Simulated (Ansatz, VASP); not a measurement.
## NaCl in VASP and in Ansatz

The input POSCAR:

```
NaCl
1.0
    3.4595458649      0.0000000000      0.0000000000
    0.0000000000      3.4595458649      0.0000000000
    0.0000000000      0.0000000000      3.4595458649
Na Cl
1 1
Direct
    0.0000000000      0.0000000000      0.0000000000
    0.5000000000      0.5000000000      0.5000000000
```

File INCAR.step1:

```
SYSTEM = NaCl
PREC     = Accurate       ! precision mode
ENCUT    = 520            ! plane-wave cutoff, eV
ISMEAR   = 0              ! smearing method
SIGMA    = 0.01           ! smearing width, eV
LREAL    = .FALSE.        ! projectors in reciprocal space
LASPH    = .TRUE.         ! aspherical terms in the spheres
NELM     = 100            ! most SCF steps
NBANDS   = 14             ! bands
GGA      = PE             ! functional
ALGO     = Normal         ! electronic algorithm
EDIFF    = 1E-4           ! SCF threshold, eV
LWAVE    = .TRUE.         ! write WAVECAR
LCHARG   = .FALSE.        ! write CHGCAR
```

INCAR.step2

```
SYSTEM = NaCl
PREC     = Accurate       ! precision mode
ENCUT    = 520            ! plane-wave cutoff, eV
EDIFF    = 1E-6           ! SCF threshold, eV
ISMEAR   = 0              ! smearing method
SIGMA    = 0.01           ! smearing width, eV
LREAL    = .FALSE.        ! projectors in reciprocal space
LASPH    = .TRUE.         ! aspherical terms in the spheres
NELM     = 100            ! most SCF steps
ALGO     = Normal         ! electronic algorithm
ISIF     = 2              ! what is computed and relaxed
LWAVE    = .FALSE.        ! write WAVECAR
LCHARG   = .FALSE.        ! write CHGCAR
METAGGA  = R2SCAN         ! meta-GGA
LMIXTAU  = .TRUE.       
NBANDS   = 14             ! bands
ISTART   = 1
```

File KPOINTS:

```
Automatic mesh
0
G
  6 6 6
  0 0 0
```

Input for Ansatz:

```yaml
crystal:
  lattice:
    - [3.4595458649, 0.0, 0.0]
    - [0.0, 3.4595458649, 0.0]
    - [0.0, 0.0, 3.4595458649]
  atoms:
    - { symbol: Na, position: [0.0, 0.0, 0.0] }
    - { symbol: Cl, position: [0.5, 0.5, 0.5] }
kpoints:
  mp_grid: { grid: [6, 6, 6] }
hamiltonian:
  xc: r2scan
scf:
  occupations: { method: fixed }
  n_extra_bands: 4
  mixing: { ndim: 1 }
  max_iter: 51
output:
  forces: true
  stress: true
  eigenvalues: true
```

Alike in both runs: task single point; functional r2SCAN; k mesh 6 × 6 × 6; no spin polarisation.

```csv
,VASP,Ansatz
version,VASP 6.6.1,Ansatz 0.2.0
potentials or method,"VASP PAW PBE potentials, release 64 (Na_pv, Cl)",plane waves
plane-wave cutoff (eV),520,500
occupations,"gaussian, width 0.01 eV",fixed
valence electrons in the cell,14,16
```

|  | VASP | Ansatz | Ansatz less VASP |
| --- | --- | --- | --- |
| gap on the k mesh at the Fermi level (eV) | 4.95 | 4.92 | -0.035 |
| pressure (GPa) | -0.3 | 0.0 | +0.30 |

VASP's potentials were made for PBE, not for r2SCAN. VASP's potentials hold 14 valence electrons a cell and Ansatz's 16, so a difference there can come from the potentials and not from the codes.
